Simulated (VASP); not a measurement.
# Ta8HC4 (a cell with a defect) in VASP: single point with PBEsol

Aim: the single point of Ta8HC4 (a cell with a defect) with PBEsol.

Everything below comes from runs of VASP 6.6.1. Logs are shortened: lines on timing, memory, paths and dates and some standing lists are left out, and cuts for length are marked.

**1. The cell of the first run**

The cell holds a defect, 13 atoms: a = 5.814 Å, b = 5.814 Å, c = 6.191 Å, α = 105.44°, β = 105.44°, γ = 115.66°.

**2. Single point, PBEsol**

INCAR

```
  ALGO = Normal
  EDIFF = 1E-6
  ENCUT = 520
  GGA = PS
  ISIF = 2
  ISMEAR = 0
  LASPH = T
  LCHARG = F
  LREAL = F
  LWAVE = F
  NBANDS = 64
  NELM = 60
  PREC = Accurate
  SIGMA = 0.1
```

KPOINTS

```
k-points
0
Gamma
  5 5 5
```

POSCAR

```
Ta8HC4
1.0
    1.5476503499     -2.6806090383      4.9210802891
    1.5476503499     -2.6806090383     -4.9210802891
    3.0953006998      5.3612180767      0.0000000000
Ta C H
8 4 1
Direct
    0.4615683003      0.2077902828      0.1693586522
    0.9524735498      0.7253622380      0.1778356642
    0.4605980962      0.2059164152      0.6666294436
    0.9607130855      0.7060314046      0.6666293543
    0.0392869516      0.2939684293      0.3333705812
    0.5394021024      0.7940835802      0.3333706534
    0.0475266488      0.2746377574      0.8221644328
    0.5384318983      0.7922097126      0.8306414448
    0.5000000485      0.5000000485      0.5000000485
    0.0000000779      1.0000000191      0.5000000485
    0.4999999399      0.4999999399     -0.0000000529
   -0.0000000307      0.9999999105     -0.0000000529
   -0.0000003001      0.4999998737     -0.0000004894
```

Potentials or basis: VASP PAW PBE potentials, release 64 (Ta_pv, C, H).

The run is started by

```sh
cat potpaw_PBE.64/Ta_pv/POTCAR potpaw_PBE.64/C/POTCAR potpaw_PBE.64/H/POTCAR > POTCAR
mpirun -np 1 vasp_std > vasp.out
```

OUTCAR:

```text
EDIFF = 1E-6
   ENCUT = 520
   GGA = PS
   ISIF = 2
   ISMEAR = 0
   LASPH = T
   LREAL = F
   NELM = 60
   PREC = Accurate

 ion  position               nearest neighbor table
   1  0.462  0.208  0.169-   9 2.17  12 2.19  11 2.19   5 3.00   6 3.00   7 3.01   8 3.03   5 3.07
                             6 3.07   3 3.08   4 3.08   2 3.10   2 3.10   4 3.11   3 3.11
   2  0.952  0.725  0.178-  13 1.65  10 2.06  12 2.13  11 2.13   5 2.95   6 2.95   8 3.01   4 3.05
                             3 3.05   6 3.10   5 3.10   1 3.10   1 3.10   3 3.15   4 3.15   7 3.29
   3  0.461  0.206  0.667-  10 2.18  11 2.18   9 2.18   7 2.95   8 3.00   6 3.00   2 3.05   8 3.07
                             5 3.08   1 3.08   4 3.09   4 3.10   7 3.10   1 3.11   2 3.15
   4  0.961  0.706  0.667-  10 2.18  12 2.18   9 2.18   7 2.95   8 3.00   5 3.00   2 3.05   8 3.07
                             6 3.08   1 3.08   3 3.09   3 3.10   7 3.10   1 3.11   2 3.15
   5  0.039  0.294  0.333-  10 2.18  12 2.18   9 2.18   2 2.95   1 3.00   4 3.00   7 3.05   1 3.07
                             3 3.08   8 3.08   6 3.09   6 3.10   2 3.10   8 3.11   7 3.15
   6  0.539  0.794  0.333-  10 2.18  11 2.18   9 2.18   2 2.95   1 3.00   3 3.00   7 3.05   1 3.07
                             4 3.08   8 3.08   5 3.09   5 3.10   2 3.10   8 3.11   7 3.15
   7  0.048  0.275  0.822-  13 1.65  10 2.06  11 2.13  12 2.13   4 2.95   3 2.95   1 3.01   6 3.05
                             5 3.05   3 3.10   4 3.10   8 3.10   8 3.10   5 3.15   6 3.15   2 3.29
   8  0.538  0.792  0.831-   9 2.17  12 2.19  11 2.19   3 3.00   4 3.00   2 3.01   1 3.03   4 3.07
                             3 3.07   6 3.08   5 3.08   7 3.10   7 3.10   5 3.11   6 3.11
   9  0.500  0.500  0.500-   8 2.17   1 2.17   6 2.18   3 2.18   4 2.18   5 2.18
  10  0.000  0.000  0.500-   7 2.06   2 2.06   5 2.18   4 2.18   6 2.18   3 2.18
  11  0.500  0.500  1.000-   7 2.13   2 2.13   3 2.18   6 2.18   8 2.19   1 2.19
  12  1.000  1.000  1.000-   7 2.13   2 2.13   5 2.18   4 2.18   8 2.19   1 2.19
  13  1.000  0.500  1.000-   7 1.65   2 1.65

  LATTYP: Found a face centered orthorhombic cell.
 ALAT       =     6.1906013995
 B/A-ratio  =     1.5898553215
 C/A-ratio  =     1.7320508076

  Lattice vectors:

 A1 = (   4.6429510497,   2.6806090384,  -4.9210802891)
 A2 = (   6.1906013996,   0.0000000001,   0.0000000000)
 A3 = (   1.5476503499,  -2.6806090383,  -4.9210802891)

Analysis of symmetry for initial positions (statically):
=====================================================================
 Subroutine PRICEL returns:
 Original cell was already a primitive cell.

 Routine SETGRP: Setting up the symmetry group for a
 face centered orthorhombic supercell.

 Subroutine GETGRP returns: Found  4 space group operations
 (whereof  2 operations were pure point group operations)
 out of a pool of  8 trial point group operations.

The static configuration has the point symmetry S_2 .
 The point group associated with its full space group is C_2h.

Analysis of symmetry for dynamics (positions and initial velocities):
=====================================================================
 Subroutine PRICEL returns:
 Original cell was already a primitive cell.

 Routine SETGRP: Setting up the symmetry group for a
 face centered orthorhombic supercell.

 Subroutine GETGRP returns: Found  4 space group operations
 (whereof  2 operations were pure point group operations)
 out of a pool of  8 trial point group operations.

The dynamic configuration has the point symmetry S_2 .
 The point group associated with its full space group is C_2h.

 Subroutine INISYM returns: Found  4 space group operations
 (whereof  2 operations are pure point group operations),
 and found     1 'primitive' translations

----------------------------------------------------------------------------------------

                                     Primitive cell

  volume of cell :     163.3265

  direct lattice vectors                    reciprocal lattice vectors
     1.547650350 -2.680609038  4.921080289     0.161535194 -0.093262388  0.101603707
     1.547650350 -2.680609038 -4.921080289     0.161535194 -0.093262388 -0.101603707
     3.095300700  5.361218077  0.000000000     0.161535194  0.093262388  0.000000000

  length of vectors
     5.813597650  5.813597650  6.190601400     0.212402461  0.212402461  0.186524776

  position of ions in fractional coordinates (direct lattice)
[... 43 lines left out ...]
     0.032307039  0.018652478  0.000000000     0.000000000  0.000000000  0.200000000

  Length of vectors
     0.042480492  0.042480492  0.037304955

  Shift w.r.t. Gamma in fractional coordinates (k-lattice)
     0.000000000  0.000000000  0.000000000

 Subroutine IBZKPT returns following result:
 ===========================================

 Found     39 irreducible k-points:

 Following reciprocal coordinates:
            Coordinates               Weight
  0.000000  0.000000  0.000000      1.000000
  0.200000 -0.000000  0.000000      4.000000
  0.000000 -0.200000  0.000000      4.000000
  0.400000 -0.000000 -0.000000      4.000000
  0.000000 -0.400000  0.000000      4.000000
  0.200000  0.200000  0.000000      4.000000
[... 16 lines left out ...]
 -0.200000  0.200000 -0.200000      2.000000
 -0.400000  0.400000  0.200000      2.000000
 [... further k-points ...]
   k-points           NKPTS =     39   k-points in BZ     NKDIM =     39   number of bands    NBANDS=     64
   number of dos      NEDOS =    301   number of ions     NIONS =     13
   total plane-waves  NPLWV = 110592
   dimension x,y,z NGX =    48 NGY =   48 NGZ =   48
   dimension x,y,z NGXF=    96 NGYF=   96 NGZF=   96
   ions per type =               8   4   1
   NGX,Y,Z   is equivalent  to a cutoff of  13.73, 13.73, 12.89 a.u.
   NGXF,Y,Z  is equivalent  to a cutoff of  27.45, 27.45, 25.78 a.u.
 SYSTEM =  unknown system
   PREC   = accura    normal or accurate (medium, high low for compatibility)
   ISTART =      0    job   : 0-new  1-cont  2-samecut
   ICHARG =      2    charge: 1-file 2-atom 10-const
   ISPIN  =      1    spin polarized calculation?
   LNONCOLLINEAR =      F non collinear calculations
   LSORBIT =      F    spin-orbit coupling
   LASPH  =      T    aspherical Exc in radial PAW
   ENCUT  =  520.0 eV  38.22 Ry    6.18 a.u.  10.81 10.81 11.51*2*pi/ulx,y,z
   NELM   =     60;   NELMIN=  2; NELMDL= -5     # of ELM steps
   EDIFF  = 0.1E-05   stopping-criterion for ELM
   LREAL  =      F    real-space projection
   EDIFFG = 0.1E-04   stopping-criterion for IOM
   NSW    =      0    number of steps for IOM
   IBRION =     -1    ionic relax: 0-MD 1-quasi-New 2-CG
   NFREE  =      0    steps in history (QN), initial steepest desc. (CG)
   ISIF   =      2    stress and relaxation
   ISYM   =      2    0-nonsym 1-usesym 2-fastsym
   POTIM  = 0.5000    time-step for ionic-motion
   TEBEG  =    0.0;   TEEND  =   0.0 temperature during run
   PSTRESS=    0.0 pullay stress
   NELECT =     105.0000    total number of electrons
   NUPDOWN=      -1.0000    fix difference up-down
   EMIN   =  10.00;   EMAX   =-10.00  energy-range for DOS
   EFERMI =   0.00;   METHOD = LEGACY
   ISMEAR =     0;   SIGMA  =   0.10  broadening in eV -4-tet -1-fermi 0-gaus
   EFERMI_NEDOS =   21; number of points for ismear=-14 and -15
   IALGO  =     38    algorithm
   IMIX   =      4    mixing-type and parameters
     AMIX     =   0.40;   BMIX     =  1.00
     AMIX_MAG =   1.60;   BMIX_MAG =  1.00
  volume/ion in A,a.u.               =      12.56        84.78
  Fermi-wavevector in a.u.,A,eV,Ry     =   1.412925  2.670040 27.162074  1.996356
  Thomas-Fermi vector in A             =   2.534623
   LORBIT       =      0    0 simple, 1 ext, 2 COOP (PROOUT), +10 PAW based schemes
   GGA     = PS    functional components
   LHFCALC =     F    Hartree Fock is set to
   AEXX    =    0.0000 exact exchange contribution
   IVDW    =     0    specifies the selected vdW correction
   LEPSILON=     F    determine dielectric tensor
   LRPA    =     F    only Hartree local field effects (RPA)
 non-spin polarized calculation
 Gauss-broadening in eV      SIGMA  =   0.10
  energy-cutoff  :      520.00
  volume of cell :      163.33
 maximum number of plane-waves:      4439
 NGX is ok and might be reduce to    48
   NGX = 21   NGY = 21   NGZ = 23

 number of electron     105.0000004 magnetization

 Free energy of the ion-electron system (eV)
  ---------------------------------------------------
  ext. energy  EPLUGINS =         0.00000000
  ---------------------------------------------------
  free energy    TOTEN  =      -148.91433762 eV

  energy without entropy =     -148.88824025  energy(sigma->0) =     -148.90128893

 E-fermi :   6.7629     XC(G=0): -12.9801

 val. band max:        6.7576170948   @ k =   0.0000   0.0000   0.2000
 cond. band min:       6.7812247860   @ k =   0.0000  -0.2000   0.0000
 fundamental gap:      0.0236076913
 Fermi energy:         6.7628790834

 k-point     1 :       0.0000    0.0000    0.0000
  band No.  band energies     occupation
      1     -28.3005      2.00000
      2     -28.1560      2.00000
      3     -28.1510      2.00000
      4     -28.1189      2.00000
      5     -28.0977      2.00000
      6     -28.0870      2.00000
[... 1597 lines left out ...]
     63      10.0656      0.00000
     64      10.4332      0.00000

 [... further k-points ...]

------------------------ aborting loop because EDIFF is reached ----------------------------------------

  FORCE on cell =-STRESS in cart. coord.  units (eV):
  Direction    XX          YY          ZZ          XY          YZ          ZX
  --------------------------------------------------------------------------------------
  -------------------------------------------------------------------------------------
  Total        7.4265662      4.5678680     10.7995867      2.4757053     -3.5109375     -6.0811219
  in kB       72.8520661     44.8092176    105.9402400     24.2858192    -34.4410922    -59.6537193
  external PRESSURE =      74.5338412 kB  Pullay stress =       0.0000000 kB

 VOLUME and BASIS-vectors are now :
 -----------------------------------------------------------------------------
  energy-cutoff  :      520.00
  volume of cell :      163.33
      direct lattice vectors                 reciprocal lattice vectors
     1.547650350 -2.680609038  4.921080289     0.161535194 -0.093262388  0.101603707
     1.547650350 -2.680609038 -4.921080289     0.161535194 -0.093262388 -0.101603707
     3.095300700  5.361218077  0.000000000     0.161535194  0.093262388  0.000000000

 POSITION                                       TOTAL-FORCE (eV/Angst)
 -----------------------------------------------------------------------------------
      1.56015     -0.88632      1.24886        -0.001673     -0.000966      0.039936
      3.14716     -3.54421      1.11763         0.016106      0.009299      0.039733
      3.09495      1.78728      1.25331        -0.000164      0.011050      0.036487
      4.64296     -0.89394      1.25331         0.009487     -0.005667      0.036487
      1.54765      0.89395     -1.25331        -0.009487      0.005667     -0.036487
      3.09565     -1.78728     -1.25331         0.000164     -0.011050     -0.036487
      3.04344      3.54421     -1.11763        -0.016106     -0.009299     -0.039733
      4.63045      0.88632     -1.24886         0.001673      0.000966     -0.039936
      3.09530      0.00000      0.00000        -0.000000      0.000000      0.000000
      1.54765      2.68061      0.00000        -0.000000      0.000000      0.000000
      4.64295      2.68061      0.00000        -0.000000      0.000000      0.000000
      6.19060      0.00000      0.00000        -0.000000      0.000000      0.000000
      5.41677      1.34030      2.46054        -0.000000      0.000000      0.000000
 -----------------------------------------------------------------------------------
    total drift:                               -0.002287     -0.003293     -0.002166

  FREE ENERGIE OF THE ION-ELECTRON SYSTEM (eV)
  ---------------------------------------------------
  free  energy   TOTEN  =      -148.9143376169 eV

  energy  without entropy=     -148.8882402501  energy(sigma->0) =     -148.90128893
```

Run time: 12 min. Hardware: 1 thread of AMD EPYC 7R43 (Zen 3), shared host; peak memory 0.46 GiB.

What came out:

```
Free energy   : -148.9143 eV
Pressure      : 7.5 GPa
Largest force : 0.044 eV/Å
```

Forces in eV/Å, atoms in the order of the input:
```
Ta  -0.002 -0.001  0.040
Ta   0.016  0.009  0.040
Ta   0.000  0.011  0.036
Ta   0.009 -0.006  0.036
Ta  -0.009  0.006 -0.036
Ta   0.000 -0.011 -0.036
Ta  -0.016 -0.009 -0.040
Ta   0.002  0.001 -0.040
C    0.000  0.000  0.000
C    0.000  0.000  0.000
C    0.000  0.000  0.000
C    0.000  0.000  0.000
H    0.000  0.000  0.000
```

Stress tensor (GPa, compression positive):
```
 7.29  2.43 -5.97
 2.43  4.48 -3.44
-5.97 -3.44 10.59
```

Caveat: the PAW data sets were made with another functional, which shifts forces and pressure a little; spin-orbit coupling is left out, which moves the levels of the heavy elements.
